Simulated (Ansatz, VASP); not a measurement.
## Bi2Te3 in VASP and in Ansatz

```
CELL_PARAMETERS angstrom
-4.44655 0.00000 0.00000
-2.22327 -3.85082 0.00000
-5.00237 -2.88812 32.16867
ATOMIC_POSITIONS crystal
Bi 0.24375 0.24375 0.56389
Bi 0.82708 0.82708 0.23056
Bi 0.66042 0.66042 0.89722
Bi 0.08956 0.08956 0.76948
Bi 0.67289 0.67289 0.43614
Bi 0.25623 0.25623 0.10281
Te 0.54165 0.54165 0.16668
Te 0.37499 0.37499 0.83335
Te 0.95832 0.95832 0.50002
Te 0.37963 0.37963 0.38272
Te 0.96296 0.96296 0.04938
Te 0.79630 0.79630 0.71605
Te 0.95368 0.95368 0.95065
Te 0.53701 0.53701 0.61732
Te 0.12035 0.12035 0.28398
```

Alike in both runs: task single point; functional PBE; k mesh 9 × 9 × 1; occupations gaussian, width 0.05 eV; no spin polarisation.

|  | VASP | Ansatz |
| --- | --- | --- |
| version | VASP 6.6.1 | Ansatz 0.2.0 |
| potentials or method | VASP PAW PBE potentials, release 64 (Bi_d, Te), cutoff 520 eV | scalar-relativistic, plane waves, PAW |
| valence electrons in the cell | 144 | 234 |

|  | VASP | Ansatz | Ansatz less VASP |
| --- | --- | --- | --- |
| gap on the k mesh at the Fermi level (eV) | 0.22 | 0.23 | +0.010 |
| least direct gap on the mesh (eV) | 0.22 | 0.23 | +0.010 |
| pressure (GPa) | 0.3 | 0.3 | +0.04 |
| traceless stress, the component that is largest in VASP (GPa) | 0.52 | 0.53 | +0.005 |
| rms of the force components (eV/Å) | 0.110 | 0.111 | +0.0012 |

Atom by atom the forces differ by 0.007 eV/Å (rms over components). With one functional, cell and mesh, what is left measures potentials, basis and numerics. VASP's potentials hold 144 valence electrons a cell and Ansatz's 234, so a difference there can come from the potentials and not from the codes.

Spin-orbit coupling is off throughout.
